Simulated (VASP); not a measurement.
Write the native input for VASP 6.6.1 that does the following.

```
Task                   : single point
Functional             : PBE
Potentials or basis    : VASP PAW PBE potentials, release 64 (B, N, H)
Cutoff                 : 520 eV
k mesh                 : 1 × 1 × 13
Occupations            : gaussian, width 0.05 eV
Spin                   : no spin polarisation
Dipole correction      : no
Further INCAR settings : ALGO = Normal; EDIFF = 1e-07; NBANDS = 22
```

The structure of BH3N lies in POSCAR:

```
BH3N
1.0
   12.2000000000      0.0000000000      0.0000000000
    0.0000000000     13.3000000000      0.0000000000
    0.0000000000      0.0000000000      2.5630478463
B N H
2 2 6
Direct
    0.5525214723      0.4622434661      0.0000000000
    0.4474785277      0.5985102715      0.5000000000
    0.5525214723      0.3941100634      0.5000000000
    0.4474785277      0.5303768688      0.0000000000
    0.6321633519      0.5139011218      0.0000000000
    0.4842570040      0.3498320728      0.5000000000
    0.6207859405      0.3498320728      0.5000000000
    0.5271204074      0.6501679272      0.5000000000
    0.3678366481      0.6501679272      0.5000000000
    0.3792140595      0.4860988782      0.0000000000
```

One way to write it, as run:

INCAR

```
  PREC = Accurate
  ENCUT = 520
  EDIFF = 1E-7
  ISMEAR = 0
  SIGMA = 0.05
  LREAL = False
  LASPH = True
  NELM = 60
  ALGO = Normal
  ISIF = 2
  LWAVE = False
  LCHARG = False
  GGA = PE
  NBANDS = 22
```

KPOINTS

```
regular mesh
0
Gamma
  1 1 13
```

Potentials or basis: VASP PAW PBE potentials, release 64 (B, N, H).

Launch:

```console
$ cat potpaw_PBE.64/B/POTCAR potpaw_PBE.64/N/POTCAR potpaw_PBE.64/H/POTCAR > POTCAR
$ mpirun -np 1 vasp_std > vasp.out
```

It gave:

```yaml
Largest_force: 1.778 eV/Å
Band_gap_on_the_k_mesh: 2.57 eV (least direct gap 2.90 eV)
```

Run time: 3.6 min on 1 thread of Intel Xeon 8259CL, on a shared host, peak memory 0.48 GiB.
